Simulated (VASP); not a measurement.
Wanted: the native input for a VASP 6.6.1 run.

* Task: electric field gradients
* Functional: LDA
* Potentials or basis: VASP PAW LDA potentials, release 64 (Mn_pv, S)
* Cutoff: 520 eV
* k mesh: 14 × 14 × 14
* Occupations: fermi-dirac, width 0.03 eV
* Spin: collinear spin, ferromagnetic start
* Starting moments: [4.0, 0.0] μB
* Dipole correction: no
* Further INCAR settings: ALGO = Normal; EDIFF = 1e-08; NBANDS = 20

The structure of MnS lies in POSCAR:

```
MnS
1.0
    0.0000000000      2.6122500000      2.6122500000
    2.6122500000      0.0000000000      2.6122500000
    2.6122500000      2.6122500000      0.0000000000
Mn S
1 1
Direct
    0.0000000000      0.0000000000      0.0000000000
    0.5000000000      0.5000000000      0.5000000000
```

These files were run (other wordings do the same):

INCAR

```
SYSTEM = MnS
PREC     = Accurate       ! precision mode
ENCUT    = 520            ! plane-wave cutoff, eV
EDIFF    = 1E-8           ! SCF threshold, eV
ISMEAR   = -1             ! smearing method
SIGMA    = 0.03           ! smearing width, eV
LREAL    = .FALSE.        ! projectors in reciprocal space
LASPH    = .TRUE.         ! aspherical terms in the spheres
NELM     = 150            ! most SCF steps
ALGO     = Normal         ! electronic algorithm
ISIF     = 2              ! what is computed and relaxed
LWAVE    = .FALSE.        ! write WAVECAR
LCHARG   = .FALSE.        ! write CHGCAR
ISPIN    = 2              ! spin polarisation
MAGMOM   = 4 0            ! initial moments
LORBIT   = 11             ! projections on sites
LMAXMIX  = 4              ! l up to which the mixer works
GGA      = CA             ! functional
LEFG     = .TRUE.       
NBANDS   = 20             ! bands
```

KPOINTS

```
regular mesh
0
G
  14 14 14
  0 0 0
```

Potentials or basis: VASP PAW LDA potentials, release 64 (Mn_pv, S).

The run is started by

```sh
$ cat potpaw_LDA.64/Mn_pv/POTCAR potpaw_LDA.64/S/POTCAR > POTCAR
$ mpirun -np 1 vasp_std > vasp.out
```

Results of the run:

The pressure is -13.1 GPa and the net moment is 4.48 μB per cell. The site moments are Mn +4.06; S +0.09 μB, the largest electric field gradient by atom is under 0.05 V/Å² on every atom and the valence electrons inside the program's atomic spheres are Mn 11.34; S 3.68.

Caveat: the cell stands under tension; a cell with one magnetic atom can't hold antiferromagnetic order, which such compounds often take.

Wall time 66 s on 1 thread of AMD EPYC 9R45 96-Core Processor (Zen 5), with other jobs on the host, peak memory 0.2 GiB.
